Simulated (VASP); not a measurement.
Here is a VASP 6.6.1 calculation.

The input POSCAR:

```
Mg
1.0
    3.1659257641      0.0000000000      0.0000000000
   -1.5829628820      2.7417721382      0.0000000000
    0.0000000000      0.0000000000      5.1398819084
Mg
2
Direct
    0.6666666667      0.3333333333      0.7500000000
    0.3333333333      0.6666666667      0.2500000000
```

The input INCAR.step1:

```
SYSTEM = Mg
PREC = Accurate
ENCUT = 520
ISMEAR = -1
SIGMA = 0.05
LREAL = .False.
LASPH = .True.
NELM = 60
NBANDS = 9
GGA = PE
ALGO = Normal
EDIFF = 1E-4
LWAVE = .True.
LCHARG = .False.
```

File INCAR.step2:

```
SYSTEM = Mg
PREC = Accurate
ENCUT = 520
EDIFF = 1E-6
ISMEAR = -1
SIGMA = 0.05
LREAL = .False.
LASPH = .True.
NELM = 60
ALGO = Normal
ISIF = 2
LWAVE = .False.
LCHARG = .False.
METAGGA = R2SCAN
LMIXTAU = .True.
IVDW = 13
VDW_S6 = 1.0
VDW_S8 = 0.6018749
VDW_A1 = 0.51559235
VDW_A2 = 5.77342911
NBANDS = 9
ISTART = 1
```

KPOINTS

```
regular mesh
0
Gamma
  10 10 5
  0 0 0
```

Potentials or basis: VASP PAW PBE potentials, release 64 (Mg).

Run with:

```bash
$ cat potpaw_PBE.64/Mg/POTCAR > POTCAR
$ cp INCAR.step1 INCAR
$ mpirun -np 1 vasp_std > vasp.out
$ cp INCAR.step2 INCAR
$ mpirun -np 1 vasp_std > vasp.out
```

(1) Predict the dispersion energy per atom.

(2) What does it give for the band gap on the k mesh?

(3) Predict the pressure.

Answers

(1) -0.028 eV.

(2) zero (band 2 reaches 3.41 eV, above the bottom of band 3 at 1.60 eV).

(3) 0.1 GPa.

Caveat: the PAW data sets were made with another functional, which shifts forces and pressure a little; pairwise dispersion overbinds metals, which lowers pressure and volume.
